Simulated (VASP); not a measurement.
Runs of VASP 6.6.1 on CuO. The typed cell holds 8 atoms: a = 2.900 Å, b = 5.544 Å, c = 5.643 Å, α = 113.11°, β = 101.64°, γ = 92.01°. 

```csv
level,potentials or basis,U,k mesh,gap on the mesh (eV),pressure (GPa),largest force (eV/Å)
PBE,"VASP PAW PBE potentials, release 64 (Cu, O)",-,7 × 4 × 4,none,56.6,16.34
LDA+U,"VASP PAW LDA potentials, release 64 (Cu, O)",Cu d U = 5.3 eV,9 × 5 × 5,none,31.9,13.26
PBEsol,"VASP PAW PBE potentials, release 64 (Cu, O)",-,9 × 5 × 5,none,48.0,(a)
PBE,"VASP PAW PBE potentials, release 64 (Cu, O)",-,9 × 5 × 5,none,56.6,16.34
PBE,"VASP PAW PBE potentials, release 64 (Cu, O)",-,3 × 2 × 2,none,(b),16.33
```

Alike in all rows: task single point; no spin polarisation; cell as given; cutoff (eV) 520; smearing fermi-dirac 0.05 eV.

Task: Fill in the values left out.

Result: (a) 15.79; (b) 56.9.

Caveats: some runs use coarse meshes; semilocal functionals often make such compounds metallic where correlation or magnetic order opens a gap, which also shifts bond lengths (some runs); forces of over 1 eV/Å act on the atoms, so gaps and moduli don't describe the material at rest (some runs); U without spin polarisation on a metal has little footing (some runs); the PAW data sets were made with another functional, which shifts forces and pressure a little (some runs).

A gap of «none» marks levels without a gap at the run's occupations.
